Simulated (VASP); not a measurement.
# AlN (P6_3/mmc) in VASP: further runs

AlN is run at these levels: LDA, r2SCAN; tasks: single point.

All numbers are computed with VASP 6.6.1; they aren't measurements. Logs are shortened: lines on timing, memory, paths and dates and some standing lists are left out, and cuts for length are marked.

**1. The cell of the first run**

The structure is hexagonal, space group P6_3/mmc (No. 194). Conventional cell: a = 2.833 Å, b = 2.833 Å, c = 4.841 Å, α = 90.00°, β = 90.00°, γ = 120.00°. Within 2.7 Å of Al (site symmetry -3m) lie 6 N at 2.03 Å and 2 Al at 2.42 Å. Within 2.7 Å of N (site symmetry -6m2) lie 6 Al at 2.03 Å.

**2. Single point, LDA**

Input file INCAR:

```
PREC = Accurate ; ENCUT = 520
EDIFF = 1E-6 ; ISMEAR = 0
SIGMA = 0.01 ; LREAL = F
LASPH = T ; NELM = 100
ALGO = Normal ; ISIF = 2
LWAVE = F ; LCHARG = F
NBANDS = 16
```

Input file KPOINTS:

```
Automatic mesh
0
Gamma
  12 12 6
```

Input file POSCAR:

```
AlN
1.0
    2.8328531146      0.0000000000      0.0000000000
   -1.4164265573      2.4533227624      0.0000000000
    0.0000000000      0.0000000000      4.8410108389
Al N
2 2
Direct
    0.0000000000      0.0000000000      0.0000000000
    0.0000000000      0.0000000000      0.5000000000
    0.3333333333      0.6666666667      0.2500000000
    0.6666666667      0.3333333333      0.7500000000
```

Potentials or basis: VASP PAW LDA potentials, release 64 (Al, N).

The run is started by

```bash
> cat potpaw_LDA.64/Al/POTCAR potpaw_LDA.64/N/POTCAR > POTCAR
> mpirun -np 1 vasp_std > vasp.out
```

OUTCAR:

```text
PREC = Accurate
   ENCUT = 520
   EDIFF = 1E-6
   ISMEAR = 0
   LREAL = F
   LASPH = T
   NELM = 100
   ISIF = 2

 ion  position               nearest neighbor table
   1  0.000  0.000  0.000-   3 2.03   4 2.03   3 2.03   4 2.03   4 2.03   3 2.03   2 2.42   2 2.42

   2  0.000  0.000  0.500-   3 2.03   4 2.03   3 2.03   4 2.03   4 2.03   3 2.03   1 2.42   1 2.42

   3  0.333  0.667  0.250-   1 2.03   2 2.03   1 2.03   2 2.03   1 2.03   2 2.03
   4  0.667  0.333  0.750-   1 2.03   2 2.03   1 2.03   2 2.03   1 2.03   2 2.03

  LATTYP: Found a hexagonal cell.
 ALAT       =     2.8328531146
 C/A-ratio  =     1.7088816974

  Lattice vectors:

 A1 = (   2.8328531146,   0.0000000000,   0.0000000000)
 A2 = (  -1.4164265573,   2.4533227624,   0.0000000000)
 A3 = (   0.0000000000,   0.0000000000,   4.8410108389)

Analysis of symmetry for initial positions (statically):
=====================================================================
 Subroutine PRICEL returns:
 Original cell was already a primitive cell.

 Routine SETGRP: Setting up the symmetry group for a
 hexagonal supercell.

 Subroutine GETGRP returns: Found 24 space group operations
 (whereof 12 operations were pure point group operations)
 out of a pool of 24 trial point group operations.

The static configuration has the point symmetry D_3d.
 The point group associated with its full space group is D_6h.

Analysis of symmetry for dynamics (positions and initial velocities):
=====================================================================
 Subroutine PRICEL returns:
 Original cell was already a primitive cell.

 Routine SETGRP: Setting up the symmetry group for a
 hexagonal supercell.

 Subroutine GETGRP returns: Found 24 space group operations
 (whereof 12 operations were pure point group operations)
 out of a pool of 24 trial point group operations.

The dynamic configuration has the point symmetry D_3d.
 The point group associated with its full space group is D_6h.

 Subroutine INISYM returns: Found 24 space group operations
 (whereof 12 operations are pure point group operations),
 and found     1 'primitive' translations

----------------------------------------------------------------------------------------

                                     Primitive cell

  volume of cell :      33.6446

  direct lattice vectors                    reciprocal lattice vectors
     2.832853115  0.000000000  0.000000000     0.353001006  0.203805226  0.000000000
[... 94 lines left out ...]
   IBRION =     -1    ionic relax: 0-MD 1-quasi-New 2-CG
   NFREE  =      0    steps in history (QN), initial steepest desc. (CG)
   ISIF   =      2    stress and relaxation
   ISYM   =      2    0-nonsym 1-usesym 2-fastsym
   POTIM  = 0.5000    time-step for ionic-motion
   TEBEG  =    0.0;   TEEND  =   0.0 temperature during run
   PSTRESS=    0.0 pullay stress
   NELECT =      16.0000    total number of electrons
   NUPDOWN=      -1.0000    fix difference up-down
   EMIN   =  10.00;   EMAX   =-10.00  energy-range for DOS
   EFERMI =   0.00;   METHOD = LEGACY
   ISMEAR =     0;   SIGMA  =   0.01  broadening in eV -4-tet -1-fermi 0-gaus
   EFERMI_NEDOS =   21; number of points for ismear=-14 and -15
   IALGO  =     38    algorithm
   IMIX   =      4    mixing-type and parameters
     AMIX     =   0.40;   BMIX     =  1.00
     AMIX_MAG =   1.60;   BMIX_MAG =  1.00
  volume/ion in A,a.u.               =       8.41        56.76
  Fermi-wavevector in a.u.,A,eV,Ry     =   1.277840  2.414768 22.216622  1.632876
  Thomas-Fermi vector in A             =   2.410417
   LORBIT       =      0    0 simple, 1 ext, 2 COOP (PROOUT), +10 PAW based schemes
   GGA     = CA    functional components
   LHFCALC =     F    Hartree Fock is set to
   AEXX    =    0.0000 exact exchange contribution
   IVDW    =     0    specifies the selected vdW correction
   LEPSILON=     F    determine dielectric tensor
   LRPA    =     F    only Hartree local field effects (RPA)
 non-spin polarized calculation
 Gauss-broadening in eV      SIGMA  =   0.01
  energy-cutoff  :      520.00
  volume of cell :       33.64
 maximum number of plane-waves:       920
 NGX is ok and might be reduce to    24
   NGX = 11   NGY = 11   NGZ = 19

 number of electron      16.0000000 magnetization

 Free energy of the ion-electron system (eV)
  ---------------------------------------------------
  ext. energy  EPLUGINS =         0.00000000
  ---------------------------------------------------
  free energy    TOTEN  =       -31.78605956 eV

  energy without entropy =      -31.78605956  energy(sigma->0) =      -31.78605956

 E-fermi :   9.6005     XC(G=0): -12.4728

 val. band max:        9.5489723511   @ k =   0.0000   0.0000   0.0000
 cond. band min:      14.3653561839   @ k =   0.5000   0.0000   0.3333
 fundamental gap:      4.8163838328
 Fermi energy:         9.6004509425

 k-point     1 :       0.0000    0.0000    0.0000
  band No.  band energies     occupation
      1      -7.8199      2.00000
      2      -4.8214      2.00000
      3       0.9087      2.00000
      4       8.6913      2.00000
      5       8.6913      2.00000
      6       8.9921      2.00000
[... 433 lines left out ...]
      3       2.7680      2.00000
      4       3.9862      2.00000
      5       4.5944      2.00000
      6       7.3927      2.00000
[... 8 lines left out ...]
     15      21.6216      0.00000
     16      24.8410      0.00000

 [... further k-points ...]

------------------------ aborting loop because EDIFF is reached ----------------------------------------

  FORCE on cell =-STRESS in cart. coord.  units (eV):
  Direction    XX          YY          ZZ          XY          YZ          ZX
  --------------------------------------------------------------------------------------
  -------------------------------------------------------------------------------------
  Total       -1.0320526     -1.0320526     -0.9183825      0.0000000     -0.0000000      0.0000000
  in kB      -49.1470664    -49.1470664    -43.7340183      0.0000000     -0.0000000      0.0000000
  external PRESSURE =     -47.3427170 kB  Pullay stress =       0.0000000 kB

 VOLUME and BASIS-vectors are now :
 -----------------------------------------------------------------------------
  energy-cutoff  :      520.00
  volume of cell :       33.64
      direct lattice vectors                 reciprocal lattice vectors
     2.832853115  0.000000000  0.000000000     0.353001006  0.203805226  0.000000000
    -1.416426557  2.453322762  0.000000000     0.000000000  0.407610452  0.000000000
     0.000000000  0.000000000  4.841010839     0.000000000  0.000000000  0.206568428

 POSITION                                       TOTAL-FORCE (eV/Angst)
 -----------------------------------------------------------------------------------
      0.00000      0.00000      0.00000         0.000000     -0.000000      0.000000
      0.00000      0.00000      2.42051         0.000000     -0.000000      0.000000
     -0.00000      1.63555      1.21025        -0.000000      0.000000     -0.000000
      1.41643      0.81777      3.63076         0.000000      0.000000      0.000000
 -----------------------------------------------------------------------------------
    total drift:                               -0.000000      0.000000     -0.000000

  FREE ENERGIE OF THE ION-ELECTRON SYSTEM (eV)
  ---------------------------------------------------
  free  energy   TOTEN  =       -31.7860595552 eV

  energy  without entropy=      -31.7860595552  energy(sigma->0) =      -31.78605956
```

OSZICAR:

```text
N       E                     dE             d eps       ncg     rms          rms(c)
DAV:   1     0.304570884234E+02    0.30457E+02   -0.74388E+03  2528   0.891E+02
DAV:   2    -0.329520378232E+02   -0.63409E+02   -0.57823E+02  3536   0.176E+02
DAV:   3    -0.352817238287E+02   -0.23297E+01   -0.23222E+01  2888   0.317E+01
DAV:   4    -0.352909087330E+02   -0.91849E-02   -0.91841E-02  3168   0.247E+00
DAV:   5    -0.352909810139E+02   -0.72281E-04   -0.72280E-04  2872   0.215E-01    0.106E+01
DAV:   6    -0.318772040132E+02    0.34138E+01   -0.67915E+00  2840   0.197E+01    0.373E+00
DAV:   7    -0.318298913643E+02    0.47313E-01   -0.39655E-01  2952   0.434E+00    0.253E+00
DAV:   8    -0.317884496016E+02    0.41442E-01   -0.54594E-02  2664   0.199E+00    0.465E-01
DAV:   9    -0.317860568335E+02    0.23928E-02   -0.55703E-03  3016   0.583E-01    0.209E-01
DAV:  10    -0.317861078660E+02   -0.51033E-04   -0.53609E-04  2920   0.163E-01    0.145E-01
DAV:  11    -0.317860597442E+02    0.48122E-04   -0.87245E-05  2904   0.710E-02    0.204E-02
DAV:  12    -0.317860595552E+02    0.18902E-06   -0.18109E-06  2760   0.990E-03
   1 F= -.31786060E+02 E0= -.31786060E+02  d E =-.404434E-16
```

stdout:

```text
POSCAR found type information on POSCAR AlN
 POSCAR found :  2 types and       4 ions
 scaLAPACK will be used
 LDA part: xc-table for (Slater(with rela. corr.)+CA(PZ))
 , standard interpolation
 POSCAR, INCAR and KPOINTS ok, starting setup
 FFT: planning ... GRIDC
 FFT: planning ... GRID_SOFT
 FFT: planning ... GRID
 WAVECAR not read
 entering main loop
```

Wall time 17 s (1 thread of Intel Xeon Platinum 8488C (Sapphire Rapids), shared host); peak memory 0.15 GiB.

What came out:

```
Free energy            : -31.7861 eV
Pressure               : -4.7 GPa
Band gap on the k mesh : 4.82 eV, indirect (least direct gap 5.26 eV)
```

**3. Single point, r2SCAN**

POSCAR is that of step 2.

Input file INCAR.step1:

```
SYSTEM = AlN
PREC     = Accurate       ! precision mode
ENCUT    = 520            ! plane-wave cutoff, eV
ISMEAR   = 0              ! smearing method
SIGMA    = 0.01           ! smearing width, eV
LREAL    = .FALSE.        ! projectors in reciprocal space
LASPH    = .TRUE.         ! aspherical terms in the spheres
NELM     = 60             ! most SCF steps
NBANDS   = 16             ! bands
GGA      = PE             ! functional
ALGO     = Normal         ! electronic algorithm
EDIFF    = 1E-4           ! SCF threshold, eV
LWAVE    = .TRUE.         ! write WAVECAR
LCHARG   = .FALSE.        ! write CHGCAR
```

Input file INCAR.step2:

```
SYSTEM = AlN
PREC     = Accurate       ! precision mode
ENCUT    = 520            ! plane-wave cutoff, eV
EDIFF    = 1E-6           ! SCF threshold, eV
ISMEAR   = 0              ! smearing method
SIGMA    = 0.01           ! smearing width, eV
LREAL    = .FALSE.        ! projectors in reciprocal space
LASPH    = .TRUE.         ! aspherical terms in the spheres
NELM     = 60             ! most SCF steps
ALGO     = Normal         ! electronic algorithm
ISIF     = 2              ! what is computed and relaxed
LWAVE    = .FALSE.        ! write WAVECAR
LCHARG   = .FALSE.        ! write CHGCAR
METAGGA  = R2SCAN         ! meta-GGA
LMIXTAU  = .TRUE.       
NBANDS   = 16             ! bands
ISTART   = 1
```

Input file KPOINTS:

```
Automatic mesh
0
G
  12 12 6
  0 0 0
```

Potentials or basis: VASP PAW PBE potentials, release 64 (Al, N).

The run is started by

```bash
> cat potpaw_PBE.64/Al/POTCAR potpaw_PBE.64/N/POTCAR > POTCAR
> cp INCAR.step1 INCAR
> mpirun -np 1 vasp_std > vasp.out
> cp INCAR.step2 INCAR
> mpirun -np 1 vasp_std > vasp.out
```

Run time: 2 min. Hardware: 1 thread of Intel Xeon Platinum 8488C (Sapphire Rapids), shared host; peak memory 0.17 GiB.

Results (log left out):

* Free energy: -37.1072 eV
* Pressure: -0.8 GPa
* Band gap on the k mesh: 5.69 eV, indirect (least direct gap 5.96 eV)

Stress tensor (GPa, compression positive):
```
-0.70  0.00  0.00
 0.00 -0.70  0.00
 0.00  0.00 -0.86
```

Levels at points of the mesh, in eV from the valence-band top:
| k point | band 4 | band 5 | band 6 | band 7 | band 8 | band 9 | band 10 | band 11 | band 12 | band 13 |
| --- | --- | --- | --- | --- | --- | --- | --- | --- | --- | --- |
| (0.00, 0.00, 0.00) | -0.92 | -0.92 | -0.58 | 0.00 | 0.00 | 5.96 | 7.08 | 9.60 | 13.39 | 13.39 |
| (0.50, 0.00, 0.00) | -6.39 | -5.17 | -3.12 | -2.65 | -1.18 | 6.04 | 7.21 | 7.39 | 11.72 | 11.99 |
| (0.00, 0.00, 0.50) | -5.02 | -0.48 | -0.48 | -0.48 | -0.48 | 7.38 | 7.38 | 11.38 | 11.38 | 12.80 |
| (0.50, 0.00, 0.50) | -7.95 | -2.79 | -2.79 | -1.99 | -1.99 | 6.43 | 6.43 | 7.83 | 7.83 | 14.15 |

Caveat: the PAW data sets were made with another functional, which shifts forces and pressure a little. A k mesh can miss the band edges.
